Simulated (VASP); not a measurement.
# AlN (P6_3/mmc) in VASP: notebook, part 2 of 2

VASP 6.6.1.

## 3. Single point, PBEsol

This run uses another cell than the first one, of 9.81 Å³/atom, 1.016 times its volume.

Contents of INCAR:

```
PREC     = Accurate       # precision mode
ENCUT    = 520            # plane-wave cutoff, eV
EDIFF    = 1E-7           # SCF threshold, eV
ISMEAR   = 0              # smearing method
SIGMA    = 0.05           # smearing width, eV
LREAL    = False          # projectors in reciprocal space
LASPH    = True           # aspherical terms in the spheres
NELM     = 60             # most SCF steps
ALGO     = Normal         # electronic algorithm
ISIF     = 2              # what is computed and relaxed
LWAVE    = False          # write WAVECAR
LCHARG   = True           # write CHGCAR
GGA      = PS             # functional
LELF     = True           # ELF
LVHAR    = True         
NBANDS   = 16             # bands
```

Contents of KPOINTS:

```
regular mesh
0
Gamma
  9 9 6
```

Contents of POSCAR:

```
AlN
1.0
    3.3412000000      0.0000000000      0.0000000000
   -1.6706000000      2.8935640791      0.0000000000
    0.0000000000      0.0000000000      4.0584000000
Al N
2 2
Direct
    0.3333333333      0.6666666667      0.7500000000
    0.6666666667      0.3333333333      0.2500000000
    0.3333333333      0.6666666667      0.2500000000
    0.6666666667      0.3333333333      0.7500000000
```

Potentials or basis: VASP PAW PBE potentials, release 64 (Al, N).

The run is started by

```sh
$ cat potpaw_PBE.64/Al/POTCAR potpaw_PBE.64/N/POTCAR > POTCAR
$ mpirun -np 1 vasp_std > vasp.out
```

OUTCAR:

```text
PREC = Accurate
   ENCUT = 520
   EDIFF = 1E-7
   ISMEAR = 0
   LREAL = False
   LASPH = True
   NELM = 60
   ISIF = 2
   GGA = PS

 ion  position               nearest neighbor table
   1  0.333  0.667  0.750-   4 1.93   4 1.93   4 1.93   3 2.03   3 2.03   2 2.80   2 2.80   2 2.80
                             2 2.80   2 2.80   2 2.80
   2  0.667  0.333  0.250-   3 1.93   3 1.93   3 1.93   4 2.03   4 2.03   1 2.80   1 2.80   1 2.80
                             1 2.80   1 2.80   1 2.80
   3  0.333  0.667  0.250-   2 1.93   2 1.93   2 1.93   1 2.03   1 2.03
[... 663 lines left out ...]
  -------------------------------------------------------------------------------------
  Total       -0.8577766     -0.8577766      0.8153013      0.0000000     -0.0000000      0.0000000
  in kB      -35.0263070    -35.0263070     33.2918775      0.0000000     -0.0000000      0.0000000
  external PRESSURE =     -12.2535788 kB  Pullay stress =       0.0000000 kB

 VOLUME and BASIS-vectors are now :
 -----------------------------------------------------------------------------
  energy-cutoff  :      520.00
  volume of cell :       39.24
      direct lattice vectors                 reciprocal lattice vectors
     3.341200000  0.000000000  0.000000000     0.299293667  0.172797279  0.000000000
    -1.670600000  2.893564079  0.000000000     0.000000000  0.345594558  0.000000000
     0.000000000  0.000000000  4.058400000     0.000000000  0.000000000  0.246402523

 POSITION                                       TOTAL-FORCE (eV/Angst)
 -----------------------------------------------------------------------------------
     -0.00000      1.92904      3.04380        -0.000000      0.000000      0.000000
      1.67060      0.96452      1.01460         0.000000      0.000000      0.000000
     -0.00000      1.92904      1.01460         0.000000      0.000000      0.000000
      1.67060      0.96452      3.04380        -0.000000     -0.000000      0.000000
 -----------------------------------------------------------------------------------
    total drift:                               -0.000000      0.000000      0.000000

  FREE ENERGIE OF THE ION-ELECTRON SYSTEM (eV)
  ---------------------------------------------------
  free  energy   TOTEN  =       -30.9275864776 eV

  energy  without entropy=      -30.9275864776  energy(sigma->0) =      -30.92758648
```

OSZICAR:

```text
N       E                     dE             d eps       ncg     rms          rms(c)
DAV:   1     0.395681696429E+02    0.39568E+02   -0.73275E+03  1536   0.900E+02
DAV:   2    -0.318598405651E+02   -0.71428E+02   -0.65343E+02  2264   0.187E+02
DAV:   3    -0.351709975920E+02   -0.33112E+01   -0.33009E+01  1856   0.418E+01
DAV:   4    -0.351910003573E+02   -0.20003E-01   -0.20001E-01  1912   0.360E+00
DAV:   5    -0.351912668154E+02   -0.26646E-03   -0.26646E-03  1792   0.418E-01    0.113E+01
DAV:   6    -0.310078763963E+02    0.41834E+01   -0.81556E+00  1976   0.213E+01    0.395E+00
DAV:   7    -0.309718435791E+02    0.36033E-01   -0.70240E-01  1776   0.567E+00    0.281E+00
DAV:   8    -0.309360284170E+02    0.35815E-01   -0.11068E-01  1648   0.265E+00    0.865E-01
DAV:   9    -0.309272922508E+02    0.87362E-02   -0.21139E-02  1944   0.112E+00    0.270E-01
DAV:  10    -0.309276777104E+02   -0.38546E-03   -0.22409E-03  1768   0.322E-01    0.168E-01
DAV:  11    -0.309275894903E+02    0.88220E-04   -0.11743E-04  1840   0.830E-02    0.434E-02
DAV:  12    -0.309275868823E+02    0.26080E-05   -0.81204E-06  1752   0.216E-02    0.705E-03
DAV:  13    -0.309275864183E+02    0.46404E-06   -0.23187E-06  2016   0.111E-02    0.397E-03
DAV:  14    -0.309275864776E+02   -0.59338E-07   -0.14140E-07  1080   0.334E-03
   1 F= -.30927586E+02 E0= -.30927586E+02  d E =-.422567E-16
```

Wall time 31 s (1 thread of Intel Xeon 6975P-C, shared host); peak memory 0.17 GiB.

What came out:

```
Free energy            : -30.9276 eV
Pressure               : -1.2 GPa
Band gap on the k mesh : 3.40 eV, direct
```

Levels at points of the mesh, in eV from the valence-band top:
```csv
k point,band 5,band 6,band 7,band 8,band 9,band 10,band 11,band 12
"(0.00, 0.00, 0.00)",-3.28,-1.40,-1.40,0.00,3.40,4.48,8.17,8.17
"(0.00, 0.00, 0.50)",-2.38,-2.38,-2.38,-2.38,5.78,5.78,8.27,8.27
```

Caveat: the PAW data sets were made with another functional, which shifts forces and pressure a little.

## 4. Single point, PBEsol

This run uses another cell than the first one, of 9.73 Å³/atom, 1.008 times its volume.

Contents of INCAR:

```
PREC     = Accurate       # precision mode
ENCUT    = 520            # plane-wave cutoff, eV
EDIFF    = 1E-6           # SCF threshold, eV
ISMEAR   = 0              # smearing method
SIGMA    = 0.05           # smearing width, eV
LREAL    = F              # projectors in reciprocal space
LASPH    = T              # aspherical terms in the spheres
NELM     = 100            # most SCF steps
ALGO     = Normal         # electronic algorithm
ISIF     = 2              # what is computed and relaxed
LWAVE    = F              # write WAVECAR
LCHARG   = F              # write CHGCAR
GGA      = PS             # functional
NBANDS   = 16             # bands
```

Contents of KPOINTS:

```
Automatic mesh
0
Gamma
  9 9 6
```

Contents of POSCAR:

```
AlN
1.0
    3.2620000000      0.0000000000      0.0000000000
   -1.6310000000      2.8249748671      0.0000000000
    0.0000000000      0.0000000000      4.2240000000
Al N
2 2
Direct
    0.3333333333      0.6666666667      0.7500000000
    0.6666666667      0.3333333333      0.2500000000
    0.3333333333      0.6666666667      0.2500000000
    0.6666666667      0.3333333333      0.7500000000
```

The run is started by

```sh
$ cat potpaw_PBE.64/Al/POTCAR potpaw_PBE.64/N/POTCAR > POTCAR
$ mpirun -np 1 vasp_std > vasp.out
```

Wall time 18 s (1 thread of Intel Xeon 6975P-C, shared host); peak memory 0.16 GiB.

Results (log left out):

| Item | Value |
| --- | --- |
| Free energy | -30.9272 eV |
| Pressure | 2.0 GPa |
| Band gap on the k mesh | 3.29 eV, direct |

Stress tensor (GPa, compression positive):
```
 4.29  0.00  0.00
 0.00  4.29  0.00
 0.00  0.00 -2.50
```

Levels at points of the mesh, in eV from the valence-band top:
```
           k point  band 4  band 5  band 6  band 7  band 8  band 9  band 10  band 11  band 12  band 13
(0.00, 0.00, 0.00)   -3.36   -3.36   -1.79   -1.79    0.00    3.29     4.55     8.31     8.31    11.24
(0.00, 0.00, 0.50)   -3.86   -2.61   -2.61   -2.61   -2.61    5.65     5.65     8.51     8.51     8.51
```

Caveat: the PAW data sets were made with another functional, which shifts forces and pressure a little. As with any semilocal functional, this PBEsol gap is likely too small.

## 5. Overview

| cell | gap on the mesh (eV) | pressure (GPa) |
| --- | --- | --- |
| a = 3.282, b = 3.282, c = 4.141 Å, angles 90.0, 90.0, 120.0°, 4 atoms | 3.41 | 2.7 |
| a = 3.341, b = 3.341, c = 4.058 Å, angles 90.0, 90.0, 120.0°, 4 atoms | 3.40 | -1.2 |
| a = 3.262, b = 3.262, c = 4.224 Å, angles 90.0, 90.0, 120.0°, 4 atoms | 3.29 | 2.0 |

Alike in all rows: task single point; level PBEsol; potentials or basis VASP PAW PBE potentials, release 64 (Al, N); no spin polarisation; k mesh 9 × 9 × 6; cutoff (eV) 520; smearing gaussian 0.05 eV.

Caveats: the PAW data sets were made with another functional, which shifts forces and pressure a little.

Total energies depend on the potentials used, so only differences within one code and one set of settings carry meaning.
